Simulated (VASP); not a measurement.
# WSe2 (P6_3/mmc) in VASP: further runs

Aim: see how the results for WSe2 move with the level of theory and the settings. Levels: PBE, r2SCAN. Tasks: single point.

Everything below comes from runs of VASP 6.6.1. Logs are shortened: lines on timing, memory, paths and dates and some standing lists are left out, and cuts for length are marked.

**The experiment to reproduce.**

“Time-resolved XUV ARPES with tunable 24–33 eV laser pulses at 30 meV resolution”, 2019, pmc:6684652 reports, for a bulk crystal of WSe2: band gap 1.3 eV (indirect).

The runs below are set against these values where they give the same quantity.

**1. The cell of the first run**

Symmetry: P6_3/mmc, No. 194, hexagonal system. Conventional cell: a = 3.321 Å, b = 3.321 Å, c = 15.212 Å, α = 90.00°, β = 90.00°, γ = 120.00°. Within 3.4 Å of W (site symmetry -6m2) lie 6 Se at 2.55 Å and 6 W at 3.32 Å. Se (site symmetry 3m) has 3 W at 2.55 Å and 7 Se at 3.32 to 3.36 Å within 3.4 Å.

**2. Single point, PBE**

The input, INCAR:

```
SYSTEM = WSe2
  PREC = Accurate
  ENCUT = 520
  EDIFF = 1E-6
  ISMEAR = -1
  SIGMA = 0.02
  LREAL = .FALSE.
  LASPH = .TRUE.
  NELM = 100
  ALGO = Normal
  ISIF = 2
  LWAVE = .FALSE.
  LCHARG = .FALSE.
  GGA = PE
  NBANDS = 35
```

The input, KPOINTS:

```
regular mesh
0
G
  12 12 2
  0 0 0
```

The input, POSCAR:

```
WSe2
1.0
    3.3207734800      0.0000000000      0.0000000000
   -1.6603867400      2.8758741939      0.0000000000
    0.0000000000      0.0000000000     15.2121076160
W Se
2 4
Direct
    0.3333333333      0.6666666667      0.2500000000
    0.6666666667      0.3333333333      0.7500000000
    0.3333333333      0.6666666667      0.6396936293
    0.6666666667      0.3333333333      0.1396936293
    0.3333333333      0.6666666667      0.8603063707
    0.6666666667      0.3333333333      0.3603063707
```

Potentials or basis: VASP PAW PBE potentials, release 64 (W_sv, Se).

Launch:

```bash
$ cat potpaw_PBE.64/W_sv/POTCAR potpaw_PBE.64/Se/POTCAR > POTCAR
$ mpirun -np 1 vasp_std > vasp.out
```

OUTCAR:

```text
SYSTEM = WSe2
   PREC = Accurate
   ENCUT = 520
   EDIFF = 1E-6
   ISMEAR = -1
   LREAL = .FALSE.
   LASPH = .TRUE.
   NELM = 100
   ISIF = 2
   GGA = PE

 ion  position               nearest neighbor table
   1  0.333  0.667  0.250-   4 2.55   6 2.55   4 2.55   6 2.55   4 2.55   6 2.55
   2  0.667  0.333  0.750-   3 2.55   5 2.55   3 2.55   5 2.55   3 2.55   5 2.55
   3  0.333  0.667  0.640-   2 2.55   2 2.55   2 2.55
   4  0.667  0.333  0.140-   1 2.55   1 2.55   1 2.55
   5  0.333  0.667  0.860-   2 2.55   2 2.55   2 2.55
   6  0.667  0.333  0.360-   1 2.55   1 2.55   1 2.55

  LATTYP: Found a hexagonal cell.
 ALAT       =     3.3207734800
 C/A-ratio  =     4.5808928876

  Lattice vectors:

 A1 = (   3.3207734800,   0.0000000000,   0.0000000000)
 A2 = (  -1.6603867400,   2.8758741939,   0.0000000000)
 A3 = (   0.0000000000,   0.0000000000,  15.2121076160)

Analysis of symmetry for initial positions (statically):
=====================================================================
 Subroutine PRICEL returns:
 Original cell was already a primitive cell.

 Routine SETGRP: Setting up the symmetry group for a
 hexagonal supercell.

 Subroutine GETGRP returns: Found 24 space group operations
 (whereof 12 operations were pure point group operations)
 out of a pool of 24 trial point group operations.

The static configuration has the point symmetry D_3d.
 The point group associated with its full space group is D_6h.

Analysis of symmetry for dynamics (positions and initial velocities):
=====================================================================
 Subroutine PRICEL returns:
 Original cell was already a primitive cell.

 Routine SETGRP: Setting up the symmetry group for a
 hexagonal supercell.

 Subroutine GETGRP returns: Found 24 space group operations
 (whereof 12 operations were pure point group operations)
 out of a pool of 24 trial point group operations.

The dynamic configuration has the point symmetry D_3d.
 The point group associated with its full space group is D_6h.

 Subroutine INISYM returns: Found 24 space group operations
 (whereof 12 operations are pure point group operations),
 and found     1 'primitive' translations

----------------------------------------------------------------------------------------

                                     Primitive cell

  volume of cell :     145.2776

  direct lattice vectors                    reciprocal lattice vectors
     3.320773480  0.000000000  0.000000000     0.301134662  0.173860178  0.000000000
    -1.660386740  2.875874194  0.000000000     0.000000000  0.347720357  0.000000000
     0.000000000  0.000000000 15.212107616     0.000000000  0.000000000  0.065737111

  length of vectors
     3.320773480  3.320773480 15.212107616     0.347720357  0.347720357  0.065737111

  position of ions in fractional coordinates (direct lattice)
     0.333333333  0.666666667  0.250000000
     0.666666667  0.333333333  0.750000000
     0.333333333  0.666666667  0.639693629
     0.666666667  0.333333333  0.139693629
     0.333333333  0.666666667  0.860306371
     0.666666667  0.333333333  0.360306371

  ion indices of the primitive-cell ions
   primitive index   ion index
                 1           1
                 2           2
                 3           3
                 4           4
                 5           5
                 6           6

----------------------------------------------------------------------------------------

 KPOINTS: regular mesh

Automatic generation of k-mesh.
 Grid dimensions read from file:
 generate k-points for:   12   12    2

 Generating k-lattice:

  Cartesian coordinates                     Fractional coordinates (reciprocal lattice)
     0.025094555  0.014488348  0.000000000     0.083333333  0.000000000  0.000000000
     0.000000000  0.028976696  0.000000000     0.000000000  0.083333333  0.000000000
     0.000000000  0.000000000  0.032868555     0.000000000  0.000000000  0.500000000

  Length of vectors
     0.028976696  0.028976696  0.032868555

  Shift w.r.t. Gamma in fractional coordinates (k-lattice)
     0.000000000  0.000000000  0.000000000

 Subroutine IBZKPT returns following result:
 ===========================================

 Found     38 irreducible k-points:

 Following reciprocal coordinates:
            Coordinates               Weight
  0.000000  0.000000  0.000000      1.000000
  0.083333  0.000000  0.000000      6.000000
  0.166667  0.000000  0.000000      6.000000
  0.250000  0.000000  0.000000      6.000000
  0.333333  0.000000  0.000000      6.000000
  0.416667  0.000000  0.000000      6.000000
[... 16 lines left out ...]
  0.250000  0.000000  0.500000      6.000000
  0.333333  0.000000  0.500000      6.000000
 [... further k-points ...]
   k-points           NKPTS =     38   k-points in BZ     NKDIM =     38   number of bands    NBANDS=     35
   number of dos      NEDOS =    301   number of ions     NIONS =      6
   total plane-waves  NPLWV =  94080
   dimension x,y,z NGX =    28 NGY =   28 NGZ =  120
   dimension x,y,z NGXF=    56 NGYF=   56 NGZF=  240
   ions per type =               2   4
   NGX,Y,Z   is equivalent  to a cutoff of  14.02, 14.02, 13.11 a.u.
   NGXF,Y,Z  is equivalent  to a cutoff of  28.03, 28.03, 26.23 a.u.
 SYSTEM =  WSe2
   PREC   = accura    normal or accurate (medium, high low for compatibility)
   ISTART =      0    job   : 0-new  1-cont  2-samecut
   ICHARG =      2    charge: 1-file 2-atom 10-const
   ISPIN  =      1    spin polarized calculation?
   LNONCOLLINEAR =      F non collinear calculations
   LSORBIT =      F    spin-orbit coupling
   LASPH  =      T    aspherical Exc in radial PAW
   ENCUT  =  520.0 eV  38.22 Ry    6.18 a.u.   6.17  6.17 28.28*2*pi/ulx,y,z
   NELM   =    100;   NELMIN=  2; NELMDL= -5     # of ELM steps
   EDIFF  = 0.1E-05   stopping-criterion for ELM
   LREAL  =      F    real-space projection
   EDIFFG = 0.1E-04   stopping-criterion for IOM
   NSW    =      0    number of steps for IOM
   IBRION =     -1    ionic relax: 0-MD 1-quasi-New 2-CG
   NFREE  =      0    steps in history (QN), initial steepest desc. (CG)
   ISIF   =      2    stress and relaxation
   ISYM   =      2    0-nonsym 1-usesym 2-fastsym
   POTIM  = 0.5000    time-step for ionic-motion
   TEBEG  =    0.0;   TEEND  =   0.0 temperature during run
   PSTRESS=    0.0 pullay stress
   NELECT =      52.0000    total number of electrons
   NUPDOWN=      -1.0000    fix difference up-down
   EMIN   =  10.00;   EMAX   =-10.00  energy-range for DOS
   EFERMI =   0.00;   METHOD = LEGACY
   ISMEAR =    -1;   SIGMA  =   0.02  broadening in eV -4-tet -1-fermi 0-gaus
   EFERMI_NEDOS =   21; number of points for ismear=-14 and -15
   IALGO  =     38    algorithm
   IMIX   =      4    mixing-type and parameters
     AMIX     =   0.40;   BMIX     =  1.00
     AMIX_MAG =   1.60;   BMIX_MAG =  1.00
  volume/ion in A,a.u.               =      24.21       163.40
  Fermi-wavevector in a.u.,A,eV,Ry     =   1.162367  2.196554 18.382777  1.351096
  Thomas-Fermi vector in A             =   2.298928
   LORBIT       =      0    0 simple, 1 ext, 2 COOP (PROOUT), +10 PAW based schemes
   GGA     = PE    functional components
   LHFCALC =     F    Hartree Fock is set to
   AEXX    =    0.0000 exact exchange contribution
   IVDW    =     0    specifies the selected vdW correction
   LEPSILON=     F    determine dielectric tensor
   LRPA    =     F    only Hartree local field effects (RPA)
 non-spin polarized calculation
  energy-cutoff  :      520.00
  volume of cell :      145.28
 maximum number of plane-waves:      3944
 NGX is ok and might be reduce to    28
   NGX = 13   NGY = 13   NGZ = 57

 number of electron      51.9999999 magnetization

 Free energy of the ion-electron system (eV)
  ---------------------------------------------------
  ext. energy  EPLUGINS =         0.00000000
  ---------------------------------------------------
  free energy    TOTEN  =       -43.25644686 eV

  energy without entropy =      -43.25644686  energy(sigma->0) =      -43.25644686

 E-fermi :   4.7178     XC(G=0):  -9.5368

 val. band max:        4.1832336268   @ k =   0.3333   0.3333   0.0000
 cond. band min:       5.6560895205   @ k =   0.1667   0.1667   0.0000
 fundamental gap:      1.4728558938
 Fermi energy:         4.7178045333

 k-point     1 :       0.0000    0.0000    0.0000
  band No.  band energies     occupation
      1     -69.9194      2.00000
      2     -69.9194      2.00000
      3     -34.1384      2.00000
      4     -34.1384      2.00000
      5     -34.0369      2.00000
      6     -34.0369      2.00000
[... 27 lines left out ...]
     34       7.2382      0.00000
     35       8.4603      0.00000

 k-point     2 :       0.0833    0.0000    0.0000
  band No.  band energies     occupation
      1     -69.9188      2.00000
      2     -69.9188      2.00000
      3     -34.1357      2.00000
      4     -34.1357      2.00000
      5     -34.0510      2.00000
      6     -34.0510      2.00000
[... 27 lines left out ...]
     34       7.2422      0.00000
     35       9.0278      0.00000

 k-point     3 :       0.1667    0.0000    0.0000
  band No.  band energies     occupation
      1     -69.9172      2.00000
      2     -69.9172      2.00000
      3     -34.1284      2.00000
      4     -34.1284      2.00000
      5     -34.0895      2.00000
      6     -34.0894      2.00000
[... 27 lines left out ...]
     34       7.6480      0.00000
     35       9.7549      0.00000
[... 723 lines left out ...]
 k-point    23 :       0.2500    0.0000    0.5000
  band No.  band energies     occupation
      1     -69.9150      2.00000
      2     -69.9150      2.00000
      3     -34.1415      2.00000
      4     -34.1415      2.00000
      5     -34.1184      2.00000
      6     -34.1184      2.00000
[... 27 lines left out ...]
     34       8.0349      0.00000
     35      10.4133      0.00000

 k-point    24 :       0.3333    0.0000    0.5000
  band No.  band energies     occupation
      1     -69.9128      2.00000
      2     -69.9128      2.00000
      3     -34.1930      2.00000
      4     -34.1930      2.00000
      5     -34.1085      2.00000
      6     -34.1085      2.00000
[... 27 lines left out ...]
     34       8.3142      0.00000
     35      10.0930      0.00000

 [... further k-points ...]

------------------------ aborting loop because EDIFF is reached ----------------------------------------

  FORCE on cell =-STRESS in cart. coord.  units (eV):
  Direction    XX          YY          ZZ          XY          YZ          ZX
  --------------------------------------------------------------------------------------
  -------------------------------------------------------------------------------------
  Total        0.2027436      0.2027436      0.3109562      0.0000000     -0.0000000      0.0000000
  in kB        2.2359350      2.2359350      3.4293456      0.0000000     -0.0000000      0.0000000
  external PRESSURE =       2.6337386 kB  Pullay stress =       0.0000000 kB

 VOLUME and BASIS-vectors are now :
 -----------------------------------------------------------------------------
  energy-cutoff  :      520.00
  volume of cell :      145.28
      direct lattice vectors                 reciprocal lattice vectors
     3.320773480  0.000000000  0.000000000     0.301134662  0.173860178  0.000000000
    -1.660386740  2.875874194  0.000000000     0.000000000  0.347720357  0.000000000
     0.000000000  0.000000000 15.212107616     0.000000000  0.000000000  0.065737111

 POSITION                                       TOTAL-FORCE (eV/Angst)
 -----------------------------------------------------------------------------------
     -0.00000      1.91725      3.80303         0.000000      0.000000      0.000000
      1.66039      0.95862     11.40908        -0.000000     -0.000000      0.000000
     -0.00000      1.91725      9.73109         0.000000      0.000000     -0.047964
      1.66039      0.95862      2.12503        -0.000000      0.000000     -0.047964
     -0.00000      1.91725     13.08707         0.000000     -0.000000      0.047964
      1.66039      0.95862      5.48102        -0.000000     -0.000000      0.047964
 -----------------------------------------------------------------------------------
    total drift:                               -0.000000      0.000000     -0.000000

  FREE ENERGIE OF THE ION-ELECTRON SYSTEM (eV)
  ---------------------------------------------------
  free  energy   TOTEN  =       -43.2564468614 eV

  energy  without entropy=      -43.2564468614  energy(sigma->0) =      -43.25644686
```

Wall time 5.5 min (1 thread of Intel Xeon 8259CL, shared host); peak memory 0.38 GiB.

What came out:

* Free energy: -43.2564 eV
* Pressure: 0.3 GPa
* Largest force: 0.048 eV/Å
* Band gap on the k mesh: 1.47 eV (least direct gap 1.52 eV)

Forces in eV/Å, atoms in the order of the input:
```
W    0.000  0.000  0.000
W    0.000  0.000  0.000
Se   0.000  0.000 -0.048
Se   0.000  0.000 -0.048
Se   0.000  0.000  0.048
Se   0.000  0.000  0.048
```

Caveat: spin-orbit coupling is left out, which moves the levels of the heavy elements; this functional lacks dispersion, which binds layers or chains, so the pressure and a relaxed spacing across them are unreliable.

**3. Single point, r2SCAN**

This run uses another cell than the first one, of 21.75 Å³/atom.

The input, POSCAR:

```
WSe2
1.0
    3.3149378364      0.0000000000      0.0000000000
   -1.6574689182      2.8708203783      0.0000000000
    0.0000000000      0.0000000000     13.7134082505
W Se
2 4
Direct
    0.3333333333      0.6666666667      0.2500000000
    0.6666666667      0.3333333333      0.7500000000
    0.3333333333      0.6666666667      0.6288575183
    0.6666666667      0.3333333333      0.1288575183
    0.3333333333      0.6666666667      0.8711424817
    0.6666666667      0.3333333333      0.3711424817
```

The input, INCAR.step1:

```
PREC     = Accurate       # precision mode
ENCUT    = 520            # plane-wave cutoff, eV
ISMEAR   = -1             # smearing method
SIGMA    = 0.02           # smearing width, eV
LREAL    = False          # projectors in reciprocal space
LASPH    = True           # aspherical terms in the spheres
NELM     = 100            # most SCF steps
NBANDS   = 35             # bands
GGA      = PE             # functional
ALGO     = Normal         # electronic algorithm
EDIFF    = 1E-4           # SCF threshold, eV
LWAVE    = True           # write WAVECAR
LCHARG   = False          # write CHGCAR
```

The input, INCAR.step2:

```
PREC     = Accurate       # precision mode
ENCUT    = 520            # plane-wave cutoff, eV
EDIFF    = 1E-6           # SCF threshold, eV
ISMEAR   = -1             # smearing method
SIGMA    = 0.02           # smearing width, eV
LREAL    = False          # projectors in reciprocal space
LASPH    = True           # aspherical terms in the spheres
NELM     = 100            # most SCF steps
ALGO     = Normal         # electronic algorithm
ISIF     = 2              # what is computed and relaxed
LWAVE    = False          # write WAVECAR
LCHARG   = False          # write CHGCAR
METAGGA  = R2SCAN         # meta-GGA
LMIXTAU  = True         
NBANDS   = 35             # bands
ISTART   = 1
```

The input, KPOINTS:

```
regular mesh
0
Gamma
  12 12 2
```

Potentials or basis: VASP PAW PBE potentials, release 64 (W_sv, Se).

Launch:

```bash
$ cat potpaw_PBE.64/W_sv/POTCAR potpaw_PBE.64/Se/POTCAR > POTCAR
$ cp INCAR.step1 INCAR
$ mpirun -np 1 vasp_std > vasp.out
$ cp INCAR.step2 INCAR
$ mpirun -np 1 vasp_std > vasp.out
```

Wall time 19 min (1 thread of Intel Xeon 8259CL, shared host); peak memory 0.39 GiB.

It converged, with:

```
Free energy            : -163.5932 eV
Pressure               : 0.4 GPa
Largest force          : 0.051 eV/Å
Band gap on the k mesh : 1.34 eV (least direct gap 1.58 eV)
```

Forces on the atoms (eV/Å):
```
W    0.000  0.000  0.000
W    0.000  0.000  0.000
Se   0.000  0.000 -0.051
Se   0.000  0.000 -0.051
Se   0.000  0.000  0.051
Se   0.000  0.000  0.051
```

Stress tensor (GPa, compression positive):
```
0.33 0.00 0.00
0.00 0.33 0.00
0.00 0.00 0.41
```

Levels at points of the mesh, in eV from the valence-band top:
| k point | band 22 | band 23 | band 24 | band 25 | band 26 | band 27 | band 28 | band 29 | band 30 | band 31 |
| --- | --- | --- | --- | --- | --- | --- | --- | --- | --- | --- |
| (0.00, 0.00, 0.00) | -1.60 | -1.60 | -1.50 | -0.84 | 0.00 | 2.84 | 2.84 | 2.87 | 2.87 | 2.99 |
| (0.50, 0.00, 0.00) | -2.43 | -1.39 | -1.30 | -1.28 | -1.22 | 2.26 | 2.29 | 2.57 | 2.75 | 3.46 |
| (0.00, 0.00, 0.50) | -1.61 | -1.61 | -1.61 | -0.24 | -0.24 | 2.85 | 2.85 | 2.85 | 2.85 | 3.04 |
| (0.50, 0.00, 0.50) | -2.48 | -1.33 | -1.33 | -1.26 | -1.26 | 2.27 | 2.27 | 2.67 | 2.67 | 3.77 |

Caveat: the PAW data sets were made with another functional, which shifts forces and pressure a little; spin-orbit coupling is left out, which moves the levels of the heavy elements.

**4. How close it comes**

Step 2. Measured gap of WSe2: 1.3 eV (indirect; “Time-resolved XUV ARPES with tunable 24–33 eV laser pulses at 30 meV resolution”, 2019, pmc:6684652). This calculation gives 1.47 eV (+0.17 eV). Spin-orbit coupling on Se, W is left out. The value is that of PBE on a finite k mesh, which can miss the band edges, without temperature or zero-point motion.

Step 3. A measured gap of WSe2 is 1.3 eV (indirect; “Time-resolved XUV ARPES with tunable 24–33 eV laser pulses at 30 meV resolution”, 2019, pmc:6684652); the calculated 1.34 eV misses it by +0.04 eV. Spin-orbit coupling on Se, W is left out. The value is that of r2SCAN on a finite k mesh, which can miss the band edges, without temperature or zero-point motion.
